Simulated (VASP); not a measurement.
# Cl (Cmce) in VASP: notebook, part 2 of 2

VASP 6.6.1.

## 4. Single point, PBEsol

This run uses another cell than the first one, of 26.94 Å³/atom.

Input file INCAR:

```
PREC     = Accurate       # precision mode
ENCUT    = 520            # plane-wave cutoff, eV
EDIFF    = 1E-6           # SCF threshold, eV
ISMEAR   = 0              # smearing method
SIGMA    = 0.01           # smearing width, eV
LREAL    = F              # projectors in reciprocal space
LASPH    = T              # aspherical terms in the spheres
NELM     = 100            # most SCF steps
ALGO     = Normal         # electronic algorithm
ISIF     = 2              # what is computed and relaxed
LWAVE    = F              # write WAVECAR
LCHARG   = T              # write CHGCAR
GGA      = PS             # functional
LELF     = T              # ELF
LVHAR    = T            
NBANDS   = 22             # bands
```

Input file KPOINTS:

```
regular mesh
0
Gamma
  8 8 4
```

Input file POSCAR:

```
Cl
1.0
    3.4715970603     -1.9393872787      0.0000000000
    3.4715970603      1.9393872787      0.0000000000
    0.0000000000      0.0000000000      8.0040073852
Cl
4
Direct
    0.8734165105      0.1265834895      0.1112334873
    0.6265834895      0.3734165105      0.6112334873
    0.1265834895      0.8734165105      0.8887665127
    0.3734165105      0.6265834895      0.3887665127
```

Potentials or basis: VASP PAW PBE potentials, release 64 (Cl).

The run is started by

```sh
$ cat potpaw_PBE.64/Cl/POTCAR > POTCAR
$ mpirun -np 1 vasp_std > vasp.out
```

OUTCAR:

```text
PREC = Accurate
   ENCUT = 520
   EDIFF = 1E-6
   ISMEAR = 0
   LREAL = F
   LASPH = T
   NELM = 100
   ISIF = 2
   GGA = PS

 ion  position               nearest neighbor table
   1  0.873  0.127  0.111-   3 2.03
   2  0.627  0.373  0.611-   4 2.03
   3  0.127  0.873  0.889-   1 2.03
   4  0.373  0.627  0.389-   2 2.03

  LATTYP: Found a base centered orthorhombic cell.
 ALAT       =     3.8787745574
 B/A-ratio  =     1.7900483820
 C/A-ratio  =     2.0635402411

  Lattice vectors:

 A1 = (  -3.4715970603,  -1.9393872787,   0.0000000000)
 A2 = (   3.4715970603,  -1.9393872787,   0.0000000000)
 A3 = (   0.0000000000,   0.0000000000,   8.0040073852)

Analysis of symmetry for initial positions (statically):
=====================================================================
 Subroutine PRICEL returns:
 Original cell was already a primitive cell.

 Routine SETGRP: Setting up the symmetry group for a
 base centered orthorhombic supercell.

 Subroutine GETGRP returns: Found  8 space group operations
 (whereof  4 operations were pure point group operations)
 out of a pool of  8 trial point group operations.

The static configuration has the point symmetry C_2h.
 The point group associated with its full space group is D_2h.

Analysis of symmetry for dynamics (positions and initial velocities):
=====================================================================
 Subroutine PRICEL returns:
 Original cell was already a primitive cell.

 Routine SETGRP: Setting up the symmetry group for a
 base centered orthorhombic supercell.

 Subroutine GETGRP returns: Found  8 space group operations
 (whereof  4 operations were pure point group operations)
 out of a pool of  8 trial point group operations.

The dynamic configuration has the point symmetry C_2h.
 The point group associated with its full space group is D_2h.

 Subroutine INISYM returns: Found  8 space group operations
 (whereof  4 operations are pure point group operations),
[... 119 lines left out ...]
     AMIX     =   0.40;   BMIX     =  1.00
     AMIX_MAG =   1.60;   BMIX_MAG =  1.00
  volume/ion in A,a.u.               =      26.94       181.83
  Fermi-wavevector in a.u.,A,eV,Ry     =   1.044601  1.974009 14.846556  1.091191
  Thomas-Fermi vector in A             =   2.179361
   LORBIT       =      0    0 simple, 1 ext, 2 COOP (PROOUT), +10 PAW based schemes
   GGA     = PS    functional components
   LHFCALC =     F    Hartree Fock is set to
   AEXX    =    0.0000 exact exchange contribution
   IVDW    =     0    specifies the selected vdW correction
   LEPSILON=     F    determine dielectric tensor
   LRPA    =     F    only Hartree local field effects (RPA)
 non-spin polarized calculation
 Gauss-broadening in eV      SIGMA  =   0.01
  energy-cutoff  :      520.00
  volume of cell :      107.78
 maximum number of plane-waves:      2939
 NGX is ok and might be reduce to    30
   NGX = 15   NGY = 15   NGZ = 29

 number of electron      27.9999996 magnetization

 Free energy of the ion-electron system (eV)
  ---------------------------------------------------
  ext. energy  EPLUGINS =         0.00000000
  ---------------------------------------------------
  free energy    TOTEN  =        -8.05876945 eV

  energy without entropy =       -8.05876945  energy(sigma->0) =       -8.05876945

 E-fermi :   0.1858     XC(G=0):  -8.2353

 val. band max:        0.0989961575   @ k =   0.0000   0.0000   0.0000
 cond. band min:       2.1654368726   @ k =   0.0000   0.0000   0.0000
 fundamental gap:      2.0664407151
 Fermi energy:         0.1858042824

 k-point     1 :       0.0000    0.0000    0.0000
  band No.  band energies     occupation
      1     -16.7949      2.00000
      2     -16.3318      2.00000
      3     -13.1867      2.00000
      4     -11.9515      2.00000
      5      -5.8881      2.00000
      6      -4.1905      2.00000
[... 589 lines left out ...]
     21      10.2222      0.00000
     22      10.4430      0.00000

 [... further k-points ...]

------------------------ aborting loop because EDIFF is reached ----------------------------------------

  FORCE on cell =-STRESS in cart. coord.  units (eV):
  Direction    XX          YY          ZZ          XY          YZ          ZX
  --------------------------------------------------------------------------------------
  -------------------------------------------------------------------------------------
  Total       -0.0468035     -0.1187399     -0.3891109      0.0000000      0.0000000      0.0000000
  in kB       -0.6957576     -1.7651270     -5.7843252      0.0000000      0.0000000      0.0000000
  external PRESSURE =      -2.7484033 kB  Pullay stress =       0.0000000 kB

 VOLUME and BASIS-vectors are now :
 -----------------------------------------------------------------------------
  energy-cutoff  :      520.00
  volume of cell :      107.78
      direct lattice vectors                 reciprocal lattice vectors
     3.471597060 -1.939387279  0.000000000     0.144025931 -0.257813385  0.000000000
     3.471597060  1.939387279  0.000000000     0.144025931  0.257813385  0.000000000
     0.000000000  0.000000000  8.004007385     0.000000000  0.000000000  0.124937416

 POSITION                                       TOTAL-FORCE (eV/Angst)
 -----------------------------------------------------------------------------------
      3.47160     -1.44840      0.89031         0.000000     -0.065126     -0.128012
      3.47160     -0.49099      4.89232         0.000000      0.065126     -0.128012
      3.47160      1.44840      7.11369         0.000000      0.065126      0.128012
      3.47160      0.49099      3.11169         0.000000     -0.065126      0.128012
 -----------------------------------------------------------------------------------
    total drift:                                0.000000     -0.000000      0.000000

  FREE ENERGIE OF THE ION-ELECTRON SYSTEM (eV)
  ---------------------------------------------------
  free  energy   TOTEN  =        -8.0587694503 eV

  energy  without entropy=       -8.0587694503  energy(sigma->0) =       -8.05876945
```

OSZICAR:

```text
N       E                     dE             d eps       ncg     rms          rms(c)
DAV:   1     0.177486725498E+03    0.17749E+03   -0.12217E+04  2772   0.109E+03
DAV:   2     0.422205974966E+01   -0.17326E+03   -0.16709E+03  3958   0.201E+02
DAV:   3    -0.834933722125E+01   -0.12571E+02   -0.12516E+02  3540   0.616E+01
DAV:   4    -0.851220261919E+01   -0.16287E+00   -0.16281E+00  3728   0.843E+00
DAV:   5    -0.851481727748E+01   -0.26147E-02   -0.26145E-02  3580   0.104E+00    0.168E+01
DAV:   6    -0.817481271070E+01    0.34000E+00   -0.24058E-01  3450   0.275E+00    0.110E+01
DAV:   7    -0.807262513525E+01    0.10219E+00   -0.54189E-01  3426   0.399E+00    0.920E-01
DAV:   8    -0.805858417679E+01    0.14041E-01   -0.71672E-02  3246   0.159E+00    0.391E-01
DAV:   9    -0.805871772303E+01   -0.13355E-03   -0.21647E-03  3462   0.276E-01    0.113E-01
DAV:  10    -0.805876879687E+01   -0.51074E-04   -0.14449E-04  3746   0.736E-02    0.340E-02
DAV:  11    -0.805876914557E+01   -0.34869E-06   -0.34839E-05  3462   0.347E-02    0.160E-02
DAV:  12    -0.805876945034E+01   -0.30477E-06   -0.34376E-06  3402   0.118E-02
   1 F= -.80587695E+01 E0= -.80587695E+01  d E =-.413305E-37
```

It took 66 s on 1 thread of AMD EPYC 9R45 (Zen 5), shared host; peak memory 0.23 GiB.

Results:

```yaml
Free_energy: -8.0588 eV
Pressure: -0.3 GPa
Largest_force: 0.144 eV/Å
Band_gap_on_the_k_mesh: 2.07 eV
```

Forces in eV/Å, atoms in the order of the input:
```
Cl   0.000 -0.065 -0.128
Cl   0.000  0.065 -0.128
Cl   0.000  0.065  0.128
Cl   0.000 -0.065  0.128
```

Stress tensor (GPa, compression positive):
```
-0.07  0.00  0.00
 0.00 -0.18  0.00
 0.00  0.00 -0.58
```

Levels at points of the mesh, in eV from the valence-band top:
```
           k point  band 12  band 13  band 14  band 15  band 16  band 17
(0.00, 0.00, 0.00)    -0.49    -0.47     0.00     2.07     3.06     6.35
(0.50, 0.00, 0.00)    -1.10    -0.56    -0.56     2.96     2.96     7.63
(0.50, 0.50, 0.00)    -1.32    -0.50    -0.20     2.11     2.95     8.06
(0.00, 0.00, 0.50)    -1.02    -0.23    -0.23     2.48     2.48     6.85
(0.50, 0.00, 0.50)    -0.71    -0.18    -0.18     2.50     2.50     7.95
(0.50, 0.50, 0.50)    -1.08    -0.86    -0.86     2.46     2.46     8.89
```

Caveat: this functional lacks dispersion, which holds the molecules together, so the pressure and a relaxed volume are unreliable; the PAW data sets were made with another functional, which shifts forces and pressure a little. A k mesh can miss the band edges.

## 5. Relaxation of cell and atoms, PBEsol

This run uses another cell than the first one, of 26.77 Å³/atom.

Input file INCAR:

```
SYSTEM = Cl
PREC     = Accurate       ! precision mode
ENCUT    = 600            ! plane-wave cutoff, eV
EDIFF    = 1E-7           ! SCF threshold, eV
ISMEAR   = 0              ! smearing method
SIGMA    = 0.01           ! smearing width, eV
LREAL    = .FALSE.        ! projectors in reciprocal space
LASPH    = .TRUE.         ! aspherical terms in the spheres
NELM     = 60             ! most SCF steps
ALGO     = Normal         ! electronic algorithm
ISIF     = 3              ! what is computed and relaxed
LWAVE    = .FALSE.        ! write WAVECAR
LCHARG   = .FALSE.        ! write CHGCAR
GGA      = PS             ! functional
IBRION   = 2              ! ionic algorithm
NSW      = 80             ! ionic steps
EDIFFG   = -0.001         ! ionic threshold
```

Input file KPOINTS:

```
Automatic mesh
0
G
  8 8 4
  0 0 0
```

Input file POSCAR:

```
Cl
1.0
    3.4479974032     -1.9407094235      0.0000000000
    3.4479974032      1.9407094235      0.0000000000
    0.0000000000      0.0000000000      8.0001439379
Cl
4
Direct
    0.8732862443      0.1267137557      0.1112271532
    0.6267137557      0.3732862443      0.6112271532
    0.1267137557      0.8732862443      0.8887728468
    0.3732862443      0.6267137557      0.3887728468
```

Potentials or basis: VASP PAW PBE potentials, release 64 (Cl).

The run is started by

```sh
$ cat potpaw_PBE.64/Cl/POTCAR > POTCAR
$ mpirun -np 1 vasp_std > vasp.out
```

OUTCAR:

```text
SYSTEM = Cl
   PREC = Accurate
   ENCUT = 600
   EDIFF = 1E-7
   ISMEAR = 0
   LREAL = .FALSE.
   LASPH = .TRUE.
   NELM = 60
   ISIF = 3
   GGA = PS
   IBRION = 2
   NSW = 80
   EDIFFG = -0.001

 ion  position               nearest neighbor table
   1  0.873  0.127  0.111-   3 2.03
   2  0.627  0.373  0.611-   4 2.03
   3  0.127  0.873  0.889-   1 2.03
   4  0.373  0.627  0.389-   2 2.03

  LATTYP: Found a base centered orthorhombic cell.
 ALAT       =     3.8814188470
 B/A-ratio  =     1.7766685530
 C/A-ratio  =     2.0611390456

  Lattice vectors:

 A1 = (  -3.4479974032,  -1.9407094235,   0.0000000000)
 A2 = (   3.4479974032,  -1.9407094235,   0.0000000000)
 A3 = (   0.0000000000,   0.0000000000,   8.0001439379)

Analysis of symmetry for initial positions (statically):
=====================================================================
 Subroutine PRICEL returns:
 Original cell was already a primitive cell.

 Routine SETGRP: Setting up the symmetry group for a
 base centered orthorhombic supercell.

 Subroutine GETGRP returns: Found  8 space group operations
 (whereof  4 operations were pure point group operations)
 out of a pool of  8 trial point group operations.

The static configuration has the point symmetry C_2h.
[... 277 lines left out ...]

  energy  without entropy=       -8.0611544490  energy(sigma->0) =       -8.06115445

[... ionic steps 4 to 31 ...]

--------------------------------------- Ionic step       32  -------------------------------------------

 number of electron      28.0000001 magnetization

------------------------ aborting loop because EDIFF is reached ----------------------------------------
[... 71 lines left out ...]
--------------------------------------- Ionic step       34  -------------------------------------------

 number of electron      28.0000001 magnetization

 Free energy of the ion-electron system (eV)
  ---------------------------------------------------
  ext. energy  EPLUGINS =         0.00000000
  ---------------------------------------------------
  free energy    TOTEN  =        -8.06208099 eV

  energy without entropy =       -8.06208099  energy(sigma->0) =       -8.06208099

 E-fermi :   0.1904     XC(G=0):  -8.2216

 val. band max:        0.0838561987   @ k =   0.0000   0.0000   0.0000
 cond. band min:       2.2148156511   @ k =   0.0000   0.0000   0.0000
 fundamental gap:      2.1309594524
 Fermi energy:         0.1904096208

 k-point     1 :       0.0000    0.0000    0.0000
  band No.  band energies     occupation
      1     -16.8712      2.00000
      2     -16.4445      2.00000
      3     -13.1434      2.00000
      4     -11.9671      2.00000
      5      -5.9211      2.00000
      6      -4.2626      2.00000
[... 481 lines left out ...]
      5      -5.7114      2.00000
      6      -4.8742      2.00000
[... 10 lines left out ...]
     17       7.5334      0.00000
     18       7.9401      0.00000

 [... further k-points ...]

------------------------ aborting loop because EDIFF is reached ----------------------------------------

  FORCE on cell =-STRESS in cart. coord.  units (eV):
  Direction    XX          YY          ZZ          XY          YZ          ZX
  --------------------------------------------------------------------------------------
  -------------------------------------------------------------------------------------
  Total        0.0008160     -0.0002194     -0.0003192      0.0000000     -0.0000000      0.0000000
  in kB        0.0120938     -0.0032513     -0.0047309      0.0000000     -0.0000000      0.0000000
  external PRESSURE =       0.0013705 kB  Pullay stress =       0.0000000 kB
[... 19 lines left out ...]
  FREE ENERGIE OF THE ION-ELECTRON SYSTEM (eV)
  ---------------------------------------------------
  free  energy   TOTEN  =        -8.0620809861 eV

  energy  without entropy=       -8.0620809861  energy(sigma->0) =       -8.06208099

 reached required accuracy - stopping structural energy minimisation
```

Run time: 14 min. Hardware: 1 thread of AMD EPYC 9R45 (Zen 5), shared host; peak memory 0.27 GiB.

Results:

- Free energy: -8.0621 eV
- Relaxed volume: 27.03 Å³/atom
- Relaxed cell: a = 3.963 Å, b = 3.963 Å, c = 8.033 Å, α = 90.00°, β = 90.00°, γ = 58.98°
- Space group after relaxing (to 0.1 Å): Cmce (No. 64)
- Energy gained by relaxing: 0.5 meV/atom
- Ionic steps: 34
- Pressure after relaxing: 0.0 GPa
- Band gap on the k mesh: 2.13 eV

Step by step:
| step | energy change (eV) | largest force (eV/Å) | pressure (GPa) | volume (Å³) |
| --- | --- | --- | --- | --- |
| 1 | 0.0000 | 0.1451 | -0.21 | 107.07 |
| 2 | 0.0009 | 0.1452 | 0.55 | 106.51 |
| 3 | -0.0013 | 0.0236 | 0.11 | 106.82 |
| 4 | -0.0016 | 0.0179 | 0.09 | 107.05 |
| 5 | -0.0021 | 0.0071 | 0.03 | 107.72 |
| 6 | -0.0021 | 0.0099 | 0.02 | 107.89 |
| 7 | -0.0021 | 0.0133 | -0.02 | 107.97 |
| 8 | -0.0021 | 0.0153 | -0.03 | 107.98 |
| 9 | -0.0021 | 0.0144 | -0.03 | 107.99 |
| 10 | -0.0021 | 0.0117 | -0.02 | 108.03 |
| 11 | -0.0022 | 0.0065 | -0.01 | 108.09 |
| 12 | -0.0021 | 0.0054 | 0.01 | 108.21 |
| 13 | -0.0022 | 0.0030 | 0.00 | 108.13 |
| 14 | -0.0022 | 0.0034 | -0.01 | 108.12 |
| 15 | -0.0022 | 0.0048 | -0.01 | 108.10 |
| 16 | -0.0022 | 0.0037 | 0.00 | 108.12 |
| 17 | -0.0022 | 0.0015 | 0.00 | 108.11 |
| 18 | -0.0022 | 0.0006 | 0.00 | 108.11 |
| 19 | -0.0022 | 0.0009 | 0.00 | 108.11 |
| 20 | -0.0022 | 0.0016 | 0.00 | 108.11 |
| 21 | -0.0022 | 0.0032 | -0.01 | 108.13 |
| 22 | -0.0022 | 0.0024 | 0.00 | 108.12 |
| 23 | -0.0022 | 0.0016 | 0.00 | 108.12 |
| 24 | -0.0022 | 0.0028 | 0.01 | 108.11 |
| 25 | -0.0022 | 0.0019 | 0.00 | 108.12 |
| 26 | -0.0022 | 0.0018 | 0.00 | 108.12 |
| 27 | -0.0022 | 0.0020 | 0.00 | 108.12 |
| 28 | -0.0022 | 0.0022 | 0.00 | 108.12 |
| 29 | -0.0022 | 0.0020 | 0.00 | 108.12 |
| 30 | -0.0022 | 0.0014 | 0.00 | 108.12 |
| 31 | -0.0022 | 0.0021 | -0.01 | 108.12 |
| 32 | -0.0022 | 0.0019 | -0.01 | 108.12 |
| 33 | -0.0022 | 0.0015 | -0.01 | 108.11 |
| 34 | -0.0022 | 0.0008 | 0.00 | 108.10 |

Final structure:
```
Cl
1.0
     3.44924   -1.95064    0.00000
     3.44924    1.95064    0.00000
     0.00000    0.00000    8.03348
Cl
4
Direct
  0.87527 0.12473 0.11023
  0.62473 0.37527 0.61023
  0.12473 0.87527 0.88977
  0.37527 0.62473 0.38977
```

Caveat: this functional lacks dispersion, which holds the molecules together, so the pressure and a relaxed volume are unreliable; the PAW data sets were made with another functional, which shifts forces and pressure a little.

## 6. The runs side by side

| task | cell | k mesh | cutoff (eV) | smearing | gap on the mesh (eV) | pressure (GPa) | largest force (eV/Å) |
| --- | --- | --- | --- | --- | --- | --- | --- |
| single point | a = 3.867, b = 3.867, c = 8.210 Å, angles 90.0, 90.0, 71.2°, 4 atoms, atomic positions A | 6 × 6 × 2 | 520 | gaussian 0.1 eV | 2.48 | -1.2 | 0.31 |
| single point | a = 3.957, b = 3.957, c = 8.000 Å, angles 90.0, 90.0, 58.7°, 4 atoms, atomic positions B | 8 × 8 × 4 | 520 | gaussian 0.02 eV | 2.07 | -0.3 | 0.14 |
| single point | a = 3.977, b = 3.977, c = 8.004 Å, angles 90.0, 90.0, 58.4°, 4 atoms, atomic positions C | 8 × 8 × 4 | 520 | gaussian 0.01 eV | 2.07 | -0.3 | 0.14 |
| relaxation of cell and atoms | relaxed from a = 3.957, b = 3.957, c = 8.000 Å, angles 90.0, 90.0, 58.7°, 4 atoms, atomic positions B | 8 × 8 × 4 | 600 | gaussian 0.01 eV | 2.13 | 0.0 | - |

Alike in all rows: level PBEsol; potentials or basis VASP PAW PBE potentials, release 64 (Cl); no spin polarisation.

Caveats: this functional lacks dispersion, which holds the molecules together, so the pressure and a relaxed volume are unreliable; the PAW data sets were made with another functional, which shifts forces and pressure a little.

Total energies depend on the potentials used, so only differences within one code and one set of settings carry meaning.
